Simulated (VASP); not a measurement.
# Ru (P-3m1) in VASP: further runs

Ru is run at these levels: PBEsol; tasks: single point.

All numbers are computed with VASP 6.6.1; they aren't measurements. Logs are shortened: lines on timing, memory, paths and dates and some standing lists are left out, and cuts for length are marked.

### Step 1. The cell of the first run

The structure is trigonal, space group P-3m1 (No. 164). The conventional cell has a = 2.690 Å, b = 2.690 Å, c = 4.252 Å, α = 90.00°, β = 90.00°, γ = 120.00°. Ru (site symmetry 3m) has 12 Ru at 2.32 to 2.97 Å within 3.1 Å.

### Step 2. Single point, PBEsol (atoms displaced along a vibrational mode)

INCAR reads:

```
SYSTEM = Ru
PREC = Accurate
ENCUT = 520
EDIFF = 1E-6
ISMEAR = 0
SIGMA = 0.15
LREAL = .FALSE.
LASPH = .TRUE.
NELM = 60
ALGO = Fast
ISIF = 2
LWAVE = .FALSE.
LCHARG = .TRUE.
GGA = PS
LELF = .TRUE.
LVHAR = .TRUE.
NBANDS = 21
```

KPOINTS reads:

```
regular mesh
0
G
  24 24 14
  0 0 0
```

POSCAR reads:

```
Ru
1.0
    2.6895239996      0.0000000000      0.0000000000
   -1.3447619998      2.3291961077      0.0000000000
    0.0000000000      0.0000000000      4.2519209508
Ru
2
Direct
    0.3333333333      0.6666666667      0.2970375631
    0.6666666667      0.3333333333      0.7029624369
```

Potentials or basis: VASP PAW PBE potentials, release 64 (Ru_pv).

Launch:

```bash
$ cat potpaw_PBE.64/Ru_pv/POTCAR > POTCAR
$ mpirun -np 1 vasp_std > vasp.out
```

OUTCAR:

```text
SYSTEM = Ru
   PREC = Accurate
   ENCUT = 520
   EDIFF = 1E-6
   ISMEAR = 0
   LREAL = .FALSE.
   LASPH = .TRUE.
   NELM = 60
   ISIF = 2
   GGA = PS

 ion  position               nearest neighbor table
   1  0.333  0.667  0.297-   2 2.32   2 2.32   2 2.32   2 2.97   2 2.97   2 2.97
   2  0.667  0.333  0.703-   1 2.32   1 2.32   1 2.32   1 2.97   1 2.97   1 2.97

  LATTYP: Found a hexagonal cell.
 ALAT       =     2.6895239996
 C/A-ratio  =     1.5809195052

  Lattice vectors:

 A1 = (   2.6895239996,   0.0000000000,   0.0000000000)
 A2 = (  -1.3447619998,   2.3291961077,   0.0000000000)
 A3 = (   0.0000000000,   0.0000000000,   4.2519209508)

Analysis of symmetry for initial positions (statically):
=====================================================================
 Subroutine PRICEL returns:
 Original cell was already a primitive cell.

 Routine SETGRP: Setting up the symmetry group for a
 hexagonal supercell.

 Subroutine GETGRP returns: Found 12 space group operations
 (whereof 12 operations were pure point group operations)
 out of a pool of 24 trial point group operations.

The static configuration has the point symmetry D_3d.

Analysis of symmetry for dynamics (positions and initial velocities):
=====================================================================
 Subroutine PRICEL returns:
 Original cell was already a primitive cell.

 Routine SETGRP: Setting up the symmetry group for a
 hexagonal supercell.

 Subroutine GETGRP returns: Found 12 space group operations
 (whereof 12 operations were pure point group operations)
 out of a pool of 24 trial point group operations.

The dynamic configuration has the point symmetry D_3d.

 Subroutine INISYM returns: Found 12 space group operations
 (whereof 12 operations are pure point group operations),
 and found     1 'primitive' translations

----------------------------------------------------------------------------------------

                                     Primitive cell

  volume of cell :      26.6359

  direct lattice vectors                    reciprocal lattice vectors
     2.689524000  0.000000000  0.000000000     0.371813005  0.214666338  0.000000000
    -1.344762000  2.329196108  0.000000000     0.000000000  0.429332677  0.000000000
     0.000000000  0.000000000  4.251920951     0.000000000  0.000000000  0.235187815

  length of vectors
     2.689524000  2.689524000  4.251920951     0.429332677  0.429332677  0.235187815

  position of ions in fractional coordinates (direct lattice)
     0.333333333  0.666666667  0.297037563
     0.666666667  0.333333333  0.702962437

  ion indices of the primitive-cell ions
   primitive index   ion index
                 1           1
                 2           2

----------------------------------------------------------------------------------------

 KPOINTS: regular mesh

Automatic generation of k-mesh.
 Grid dimensions read from file:
 generate k-points for:   24   24   14

 Generating k-lattice:

  Cartesian coordinates                     Fractional coordinates (reciprocal lattice)
     0.015492209  0.008944431  0.000000000     0.041666667  0.000000000  0.000000000
     0.000000000  0.017888862  0.000000000     0.000000000  0.041666667  0.000000000
     0.000000000  0.000000000  0.016799130     0.000000000  0.000000000  0.071428571

  Length of vectors
     0.017888862  0.017888862  0.016799130

  Shift w.r.t. Gamma in fractional coordinates (k-lattice)
     0.000000000  0.000000000  0.000000000

 Subroutine IBZKPT returns following result:
 ===========================================

 Found    776 irreducible k-points:

 Following reciprocal coordinates:
            Coordinates               Weight
  0.000000  0.000000  0.000000      1.000000
  0.041667  0.000000  0.000000      6.000000
  0.083333  0.000000  0.000000      6.000000
  0.125000 -0.000000  0.000000      6.000000
  0.166667  0.000000  0.000000      6.000000
  0.208333  0.000000  0.000000      6.000000
[... 16 lines left out ...]
  0.416667  0.041667  0.000000     12.000000
  0.458333  0.041667  0.000000     12.000000
 [... further k-points ...]
   k-points           NKPTS =    776   k-points in BZ     NKDIM =    776   number of bands    NBANDS=     21
   number of dos      NEDOS =    301   number of ions     NIONS =      2
   total plane-waves  NPLWV =  12800
   dimension x,y,z NGX =    20 NGY =   20 NGZ =   32
   dimension x,y,z NGXF=    40 NGYF=   40 NGZF=   64
   ions per type =               2
   NGX,Y,Z   is equivalent  to a cutoff of  12.36, 12.36, 12.51 a.u.
   NGXF,Y,Z  is equivalent  to a cutoff of  24.72, 24.72, 25.02 a.u.
 SYSTEM =  Ru
   PREC   = accura    normal or accurate (medium, high low for compatibility)
   ISTART =      0    job   : 0-new  1-cont  2-samecut
   ICHARG =      2    charge: 1-file 2-atom 10-const
   ISPIN  =      1    spin polarized calculation?
   LNONCOLLINEAR =      F non collinear calculations
   LSORBIT =      F    spin-orbit coupling
   LASPH  =      T    aspherical Exc in radial PAW
   ENCUT  =  520.0 eV  38.22 Ry    6.18 a.u.   5.00  5.00  7.91*2*pi/ulx,y,z
   NELM   =     60;   NELMIN=  2; NELMDL= -5     # of ELM steps
   EDIFF  = 0.1E-05   stopping-criterion for ELM
   LREAL  =      F    real-space projection
   EDIFFG = 0.1E-04   stopping-criterion for IOM
   NSW    =      0    number of steps for IOM
   IBRION =     -1    ionic relax: 0-MD 1-quasi-New 2-CG
   NFREE  =      0    steps in history (QN), initial steepest desc. (CG)
   ISIF   =      2    stress and relaxation
   ISYM   =      2    0-nonsym 1-usesym 2-fastsym
   POTIM  = 0.5000    time-step for ionic-motion
   TEBEG  =    0.0;   TEEND  =   0.0 temperature during run
   PSTRESS=    0.0 pullay stress
   NELECT =      28.0000    total number of electrons
   NUPDOWN=      -1.0000    fix difference up-down
   EMIN   =  10.00;   EMAX   =-10.00  energy-range for DOS
   EFERMI =   0.00;   METHOD = LEGACY
   ISMEAR =     0;   SIGMA  =   0.15  broadening in eV -4-tet -1-fermi 0-gaus
   EFERMI_NEDOS =   21; number of points for ismear=-14 and -15
   IALGO  =     68    algorithm
   IMIX   =      4    mixing-type and parameters
     AMIX     =   0.40;   BMIX     =  1.00
     AMIX_MAG =   1.60;   BMIX_MAG =  1.00
  volume/ion in A,a.u.               =      13.32        89.87
  Fermi-wavevector in a.u.,A,eV,Ry     =   1.664582  3.145605 37.699491  2.770834
  Thomas-Fermi vector in A             =   2.751101
   LORBIT       =      0    0 simple, 1 ext, 2 COOP (PROOUT), +10 PAW based schemes
   GGA     = PS    functional components
   LHFCALC =     F    Hartree Fock is set to
   AEXX    =    0.0000 exact exchange contribution
   IVDW    =     0    specifies the selected vdW correction
   LEPSILON=     F    determine dielectric tensor
   LRPA    =     F    only Hartree local field effects (RPA)
 non-spin polarized calculation
 RMM-DIIS sequential band-by-band and
 Gauss-broadening in eV      SIGMA  =   0.15
  energy-cutoff  :      520.00
  volume of cell :       26.64
 maximum number of plane-waves:       738
   NGX =  9   NGY =  9   NGZ = 15

 number of electron      27.9999997 magnetization

 Free energy of the ion-electron system (eV)
  ---------------------------------------------------
  ext. energy  EPLUGINS =         0.00000000
  ---------------------------------------------------
  free energy    TOTEN  =       -19.04689013 eV

  energy without entropy =      -19.02101886  energy(sigma->0) =      -19.03395450

 E-fermi :  13.2869     XC(G=0): -14.2856

 val. band max:       13.2852875955   @ k =   0.2917   0.2083   0.2857
 cond. band min:      13.2880081781   @ k =   0.0833   0.0417   0.4286
 fundamental gap:      0.0027205826
 Fermi energy:        13.2869437457

 k-point     1 :       0.0000    0.0000    0.0000
  band No.  band energies     occupation
      1     -30.9386      2.00000
      2     -29.7919      2.00000
      3     -29.7919      2.00000
      4     -29.3547      2.00000
      5     -29.3547      2.00000
      6     -29.2115      2.00000
[... 13 lines left out ...]
     20      23.4559      0.00000
     21      23.4613      0.00000

 k-point     2 :       0.0417    0.0000    0.0000
  band No.  band energies     occupation
      1     -30.9337      2.00000
      2     -29.8139      2.00000
      3     -29.7980      2.00000
      4     -29.3666      2.00000
      5     -29.3552      2.00000
      6     -29.2078      2.00000
[... 13 lines left out ...]
     20      23.4560      0.00000
     21      23.4615      0.00000

 k-point     3 :       0.0833    0.0000    0.0000
  band No.  band energies     occupation
      1     -30.9195      2.00000
      2     -29.8754      2.00000
      3     -29.8154      2.00000
      4     -29.4014      2.00000
      5     -29.3572      2.00000
      6     -29.1998      2.00000
[... 13 lines left out ...]
     20      23.4554      0.00000
     21      23.4618      0.00000

 k-point     4 :       0.1250   -0.0000    0.0000
  band No.  band energies     occupation
      1     -30.8974      2.00000
      2     -29.9671      2.00000
      3     -29.8426      2.00000
      4     -29.4551      2.00000
      5     -29.3608      2.00000
      6     -29.1935      2.00000
[... 13 lines left out ...]
     20      23.4554      0.00000
     21      23.4625      0.00000

 k-point     5 :       0.1667    0.0000    0.0000
  band No.  band energies     occupation
      1     -30.8699      2.00000
      2     -30.0786      2.00000
      3     -29.8770      2.00000
      4     -29.5211      2.00000
      5     -29.3663      2.00000
      6     -29.1945      2.00000
[... 13 lines left out ...]
     20      23.4554      0.00000
     21      23.4636      0.00000

 k-point     6 :       0.2083    0.0000    0.0000
  band No.  band energies     occupation
      1     -30.8406      2.00000
      2     -30.2008      2.00000
      3     -29.9159      2.00000
      4     -29.5910      2.00000
      5     -29.3738      2.00000
      6     -29.2058      2.00000
[... 13 lines left out ...]
     20      23.4553      0.00000
     21      23.4651      0.00000

 k-point     7 :       0.2500   -0.0000    0.0000
  band No.  band energies     occupation
      1     -30.8139      2.00000
      2     -30.3256      2.00000
      3     -29.9565      2.00000
      4     -29.6551      2.00000
      5     -29.3829      2.00000
      6     -29.2283      2.00000
[... 13 lines left out ...]
     20      23.4551      0.00000
     21      23.4666      0.00000
[... 291 lines left out ...]
      1     -30.7869      2.00000
      2     -30.4981      2.00000
      3     -30.0328      2.00000
      4     -29.7119      2.00000
      5     -29.4058      2.00000
      6     -29.2817      2.00000
[... 13 lines left out ...]
     20      23.4595      0.00000
     21      25.2866      0.00000

 k-point    21 :       0.3333    0.0417    0.0000
  band No.  band energies     occupation
      1     -30.7840      2.00000
      2     -30.5942      2.00000
      3     -30.0650      2.00000
      4     -29.7299      2.00000
      5     -29.4160      2.00000
      6     -29.3261      2.00000
[... 13 lines left out ...]
     20      23.4499      0.00000
     21      24.4072      0.00000

 k-point    22 :       0.3750    0.0417    0.0000
  band No.  band energies     occupation
      1     -30.7926      2.00000
      2     -30.6669      2.00000
      3     -30.0903      2.00000
      4     -29.7274      2.00000
      5     -29.4249      2.00000
      6     -29.3736      2.00000
[... 13 lines left out ...]
     20      23.4544      0.00000
     21      24.6678      0.00000

 k-point    23 :       0.4167    0.0417    0.0000
  band No.  band energies     occupation
      1     -30.8088      2.00000
      2     -30.7114      2.00000
      3     -30.1077      2.00000
      4     -29.7115      2.00000
      5     -29.4332      2.00000
      6     -29.4160      2.00000
[... 13 lines left out ...]
     20      25.0378      0.00000
     21      26.4304      0.00000

 k-point    24 :       0.4583    0.0417    0.0000
  band No.  band energies     occupation
      1     -30.8221      2.00000
      2     -30.7305      2.00000
      3     -30.1167      2.00000
      4     -29.6958      2.00000
      5     -29.4504      2.00000
      6     -29.4312      2.00000
[... 13 lines left out ...]
     20      25.2454      0.00000
     21      26.1641      0.00000

 [... further k-points ...]

------------------------ aborting loop because EDIFF is reached ----------------------------------------

  FORCE on cell =-STRESS in cart. coord.  units (eV):
  Direction    XX          YY          ZZ          XY          YZ          ZX
  --------------------------------------------------------------------------------------
  -------------------------------------------------------------------------------------
  Total        3.4390639      3.4390639      9.9999535      0.0000000     -0.0000000      0.0000000
  in kB      206.8636426    206.8636426    601.5086848      0.0000000     -0.0000000      0.0000000
  external PRESSURE =     338.4119900 kB  Pullay stress =       0.0000000 kB

 VOLUME and BASIS-vectors are now :
 -----------------------------------------------------------------------------
  energy-cutoff  :      520.00
  volume of cell :       26.64
      direct lattice vectors                 reciprocal lattice vectors
     2.689524000  0.000000000  0.000000000     0.371813005  0.214666338  0.000000000
    -1.344762000  2.329196108  0.000000000     0.000000000  0.429332677  0.000000000
     0.000000000  0.000000000  4.251920951     0.000000000  0.000000000  0.235187815

 POSITION                                       TOTAL-FORCE (eV/Angst)
 -----------------------------------------------------------------------------------
     -0.00000      1.55280      1.26298         0.000000      0.000000     -7.725209
      1.34476      0.77640      2.98894        -0.000000      0.000000      7.725209
 -----------------------------------------------------------------------------------
    total drift:                                0.000000     -0.000000     -0.000000

  FREE ENERGIE OF THE ION-ELECTRON SYSTEM (eV)
  ---------------------------------------------------
  free  energy   TOTEN  =       -19.0468901314 eV

  energy  without entropy=      -19.0210188615  energy(sigma->0) =      -19.03395450
```

Run time: 7.5 min. Hardware: 1 thread of Intel Xeon 8259CL, shared host; peak memory 0.42 GiB.

What came out:

```
Free energy            : -19.0469 eV
Pressure               : 33.8 GPa
Largest force          : 7.725 eV/Å
Band gap on the k mesh : zero (bands 14 and 15 overlap by 2.43 eV)
```

Forces on the atoms (eV/Å):
```
Ru   0.000  0.000 -7.725
Ru   0.000  0.000  7.725
```

Caveat: the cell differs from its parent crystal (atoms displaced along a vibrational mode); the cell stands under pressure; the PAW data sets were made with another functional, which shifts forces and pressure a little.

(Continued in part 2 of 2.)
